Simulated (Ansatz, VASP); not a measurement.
Two plane-wave programs on MgO

```xyz
2
Lattice="-0.0070 2.1085 2.1085 2.1085 -0.0070 2.1085 2.1015 2.1015 0.0000" Properties=species:S:1:pos:R:3 pbc="T T T"
Mg    0.0000    0.0000    0.0000
O     2.1015    2.1015    2.1085
```

Alike in both runs: task single point; functional PBE; k mesh 8 × 8 × 8; occupations fermi-dirac, width 0.02 eV; no spin polarisation.

|  | VASP | Ansatz |
| --- | --- | --- |
| version | VASP 6.6.1 | Ansatz 0.2.0 |
| potentials or method | VASP PAW PBE potentials, release 64 (Mg, O), cutoff 600 eV | plane waves, PAW |
| valence electrons in the cell | 8 | 16 |

|  | VASP | Ansatz | Ansatz less VASP |
| --- | --- | --- | --- |
| pressure (GPa) | 3.1 | 4.1 | +1.02 |
| traceless stress, the component that is largest in VASP (GPa) | 0.98 | 0.97 | -0.008 |

With one functional, cell and mesh, what is left measures potentials, basis and numerics. VASP's potentials hold 8 valence electrons a cell and Ansatz's 16, so a difference there can come from the potentials and not from the codes.
